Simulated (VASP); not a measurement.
The system is Te2Mo, a slab with vacuum.

```
CELL_PARAMETERS angstrom
3.56023 0.00000 0.00000
-1.78012 3.08325 0.00000
0.00000 0.00000 17.52406
ATOMIC_POSITIONS crystal
Te 0.33333 0.66667 0.89786
Te 0.33333 0.66667 0.10214
Mo 0.00000 0.00000 0.00000
```

Base run:

- Program: VASP 6.6.1
- Functional: PBE
- Potentials or basis: VASP PAW PBE potentials, release 64 (Te, Mo_sv)
- Cutoff: 500 eV
- k mesh: 6 × 6 × 1
- Occupations: gaussian, width 0.01 eV
- Spin: no spin polarisation

Its results: band gap on the k mesh 1.05 eV, direct; largest force 0.237 eV/Å.

Problem. After a change of settings the same cell gave: band gap on the k mesh 1.62 eV, indirect (least direct gap 1.73 eV); largest force 0.434 eV/Å. Which change was it?
A. k mesh from 6 × 6 × 1 to 2 × 2 × 1; occupations from gaussian, width 0.01 eV to gaussian, width 0.1 eV
B. occupations from gaussian, width 0.01 eV to fermi-dirac, width 0.14 eV
C. occupations from gaussian, width 0.01 eV to gaussian, width 0.1 eV; hubbard terms from none to Mo d U = 4.9 eV
D. k mesh from 6 × 6 × 1 to 3 × 3 × 1; occupations from gaussian, width 0.01 eV to gaussian, width 0.1 eV

Solution. A.

Caveats: some runs use coarse meshes; spin-orbit coupling is left out, which moves the levels of the heavy elements.
